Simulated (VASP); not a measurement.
The system is Mg.

```
Mg
1.0
     3.20930    0.00000    0.00000
    -1.60465    2.77934    0.00000
     0.00000    0.00000    5.21030
Mg
2
Direct
  0.66667 0.33333 0.75000
  0.33333 0.66667 0.25000
```

```yaml
Program: VASP 6.6.1
Task: relaxation of cell and atoms
Functional: PBEsol
Potentials_or_basis: VASP PAW PBE potentials, release 64 (Mg)
Cutoff: 600 eV
k_mesh: 10 × 10 × 5
Occupations: fermi-dirac, width 0.05 eV
Spin: no spin polarisation
```

At the start: pressure -1.1 GPa; volume 23.24 Å³/atom.

Task: How do energy, volume and symmetry change on relaxing?

Result: Over 7 steps the energy falls by 4.8 meV/atom and the volume is 22.55 Å³/atom (-3.0 %); space group P6_3/mmc (No. 194, to 0.05 Å).

The path:
```csv
step,energy change (eV),largest force (eV/Å),pressure (GPa),volume (Å³)
1,0.0000,0.0000,-1.10,46.47
2,-0.0065,0.0000,-0.28,45.41
3,-0.0076,0.0000,0.23,44.80
4,-0.0091,0.0000,0.23,44.83
5,-0.0094,0.0000,0.22,44.84
6,-0.0094,0.0000,0.22,44.84
7,-0.0096,0.0000,0.01,45.09
```

Final structure:
```yaml
crystal:
  lattice:
    - [3.14696, 0.00000, 0.00000]
    - [-1.57348, 2.72535, 0.00000]
    - [0.00000, 0.00000, 5.25789]
  atoms:
    - { symbol: Mg, position: [0.66667, 0.33333, 0.75000] }
    - { symbol: Mg, position: [0.33333, 0.66667, 0.25000] }
```

Caveat: the PAW data sets were made with another functional, which shifts forces and pressure a little.
